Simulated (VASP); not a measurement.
# SrO in VASP: a series of runs, part 2 of 2

VASP 6.6.1. Earlier steps stand in the parts before.

### 3 Single point, PBE (atoms moved at random and the cell strained at random)

The input, INCAR:

```
SYSTEM = SrO
ALGO = Normal
EDIFF = 1E-6
ENCUT = 520
GGA = PE
ISIF = 2
ISMEAR = 0
LASPH = .TRUE.
LCHARG = .FALSE.
LREAL = .FALSE.
LWAVE = .FALSE.
NBANDS = 15
NELM = 80
PREC = Accurate
SIGMA = 0.02
```

The input, KPOINTS:

```
k-points
0
G
  8 8 8
  0 0 0
```

The input, POSCAR:

```
SrO
1.0
   -0.0039060960      2.5509890640      2.5432539660
    2.5210508940      0.0116154960      2.5277323740
    2.5224899820      2.5369065600      0.0101764080
Sr O
1 1
Direct
    0.0458946221     -0.0351778349     -0.0036539809
    0.4541053779      0.5351778349      0.5036539809
```

Potentials or basis: VASP PAW PBE potentials, release 64 (Sr_sv, O).

Run with:

```bash
cat potpaw_PBE.64/Sr_sv/POTCAR potpaw_PBE.64/O/POTCAR > POTCAR
mpirun -np 1 vasp_std > vasp.out
```

OUTCAR:

```text
SYSTEM = SrO
   EDIFF = 1E-6
   ENCUT = 520
   GGA = PE
   ISIF = 2
   ISMEAR = 0
   LASPH = .TRUE.
   LREAL = .FALSE.
   NELM = 80
   PREC = Accurate

 ion  position               nearest neighbor table
   1  0.046  0.965  0.996-   2 2.33   2 2.34   2 2.49   2 2.60   2 2.73   2 2.76
   2  0.454  0.535  0.504-   1 2.33   1 2.34   1 2.49   1 2.60   1 2.73   1 2.76

  LATTYP: Found a triclinic cell.
 ALAT       =     6.2073878046
 B/A-ratio  =     1.0028442571
 C/A-ratio  =     1.5197338252
 COS(alpha) =     0.0002828250
 COS(beta)  =     0.5431199787
 COS(gamma) =     0.8350862180

  Lattice vectors:

 A1 = (  -5.0513530680,   2.5534560720,   2.5485991500)
 A2 = (  -2.5303021740,   2.5650715680,   5.0763315240)
 A3 = (  -7.5670587780,   2.5161425760,  -5.0399431560)

Analysis of symmetry for initial positions (statically):
=====================================================================
 Subroutine PRICEL returns:
 Original cell was already a primitive cell.

 Routine SETGRP: Setting up the symmetry group for a
 triclinic supercell.

 Subroutine GETGRP returns: Found  1 space group operations
 (whereof  1 operations were pure point group operations)
 out of a pool of  2 trial point group operations.

The static configuration has the point symmetry C_1 .

Analysis of symmetry for dynamics (positions and initial velocities):
=====================================================================
 Subroutine PRICEL returns:
 Original cell was already a primitive cell.

 Routine SETGRP: Setting up the symmetry group for a
 triclinic supercell.

 Subroutine GETGRP returns: Found  1 space group operations
 (whereof  1 operations were pure point group operations)
 out of a pool of  2 trial point group operations.

The dynamic configuration has the point symmetry C_1 .

 Subroutine INISYM returns: Found  1 space group operations
 (whereof  1 operations are pure point group operations),
 and found     1 'primitive' translations

[... 116 lines left out ...]
  Fermi-wavevector in a.u.,A,eV,Ry     =   1.293778  2.444885 22.774253  1.673860
  Thomas-Fermi vector in A             =   2.425402
   LORBIT       =      0    0 simple, 1 ext, 2 COOP (PROOUT), +10 PAW based schemes
   GGA     = PE    functional components
   LHFCALC =     F    Hartree Fock is set to
   AEXX    =    0.0000 exact exchange contribution
   IVDW    =     0    specifies the selected vdW correction
   LEPSILON=     F    determine dielectric tensor
   LRPA    =     F    only Hartree local field effects (RPA)
 non-spin polarized calculation
 Gauss-broadening in eV      SIGMA  =   0.02
  energy-cutoff  :      520.00
  volume of cell :       32.42
 maximum number of plane-waves:       895
   NGX = 13   NGY = 13   NGZ = 13

 number of electron      16.0000001 magnetization

 Free energy of the ion-electron system (eV)
  ---------------------------------------------------
  ext. energy  EPLUGINS =         0.00000000
  ---------------------------------------------------
  free energy    TOTEN  =       -11.84031501 eV

  energy without entropy =      -11.84031501  energy(sigma->0) =      -11.84031501

 E-fermi :   2.0449     XC(G=0): -10.2298

 val. band max:        1.8124869231   @ k =   0.5000  -0.0000   0.5000
 cond. band min:       5.5027795197   @ k =   0.5000  -0.0000   0.5000
 fundamental gap:      3.6902925966
 Fermi energy:         2.0448554032

 k-point     1 :       0.0000    0.0000    0.0000
  band No.  band energies     occupation
      1     -30.2814      2.00000
      2     -13.4908      2.00000
      3     -11.8817      2.00000
      4     -11.8606      2.00000
      5     -11.6899      2.00000
      6       1.5917      2.00000
      7       1.6343      2.00000
      8       1.6929      2.00000
      9       6.1418      0.00000
     10       8.2324      0.00000
     11       8.5758      0.00000
     12       8.6269      0.00000
     13      10.6928      0.00000
     14      10.9270      0.00000
[... 401 lines left out ...]
      2     -14.3088      2.00000
      3     -12.2932      2.00000
      4     -12.1645      2.00000
      5     -11.2929      2.00000
      6       0.5992      2.00000
      7       1.2100      2.00000
      8       1.5116      2.00000
      9       6.6582      0.00000
     10       9.0891      0.00000
     11      10.9972      0.00000
     12      11.1672      0.00000
     13      12.7895      0.00000
     14      13.3836      0.00000
     15      18.8447      0.00000

 [... further k-points ...]
[... 5 lines left out ...]
  --------------------------------------------------------------------------------------
  -------------------------------------------------------------------------------------
  Total        2.6891981      2.6771009      1.5532760      0.2735613     -0.1636225      0.0799612
  in kB      132.9130869    132.3151875     76.7703632     13.5207139     -8.0870113      3.9520650
  external PRESSURE =     113.9995459 kB  Pullay stress =       0.0000000 kB

 VOLUME and BASIS-vectors are now :
 -----------------------------------------------------------------------------
  energy-cutoff  :      520.00
  volume of cell :       32.42
      direct lattice vectors                 reciprocal lattice vectors
    -0.003906096  2.550989064  2.543253966    -0.197816233  0.195904294  0.196393127
     2.521050894  0.011615496  2.527732374     0.198233771 -0.197904761  0.198811132
     2.522489982  2.536906560  0.010176408     0.198006687  0.198095215 -0.198393594

 POSITION                                       TOTAL-FORCE (eV/Angst)
 -----------------------------------------------------------------------------------
      4.94546      2.65592      2.56567         0.713458     -0.742548     -0.145250
      2.61790      2.44236      2.51282        -0.713458      0.742548      0.145250
 -----------------------------------------------------------------------------------
    total drift:                               -0.000032      0.000050     -0.000132

  FREE ENERGIE OF THE ION-ELECTRON SYSTEM (eV)
  ---------------------------------------------------
  free  energy   TOTEN  =       -11.8403150122 eV

  energy  without entropy=      -11.8403150122  energy(sigma->0) =      -11.84031501
```

stdout:

```text
POSCAR found type information on POSCAR SrO
 POSCAR found :  2 types and       2 ions
 scaLAPACK will be used
 LDA part: xc-table for (Slater+PW92), standard interpolation
 POSCAR, INCAR and KPOINTS ok, starting setup
 FFT: planning ... GRIDC
 FFT: planning ... GRID_SOFT
 FFT: planning ... GRID
 WAVECAR not read
 entering main loop
```

Wall time 62 s (1 thread of Intel Xeon 6975P-C (Granite Rapids), shared host); peak memory 0.25 GiB.

Results:

```
Free energy            : -11.8403 eV
Pressure               : 11.4 GPa
Largest force          : 1.040 eV/Å
Band gap on the k mesh : 3.69 eV, direct
```

Forces on the atoms (eV/Å):
```
Sr   0.713 -0.743 -0.145
O   -0.713  0.743  0.145
```

Stress tensor (GPa, compression positive):
```
13.29  1.35  0.40
 1.35 13.23 -0.81
 0.40 -0.81  7.68
```

Caveat: the cell differs from its parent crystal (atoms moved at random and the cell strained at random); forces of over 1 eV/Å act on the atoms, so gaps and moduli don't describe the material at rest. A k mesh can miss the band edges.
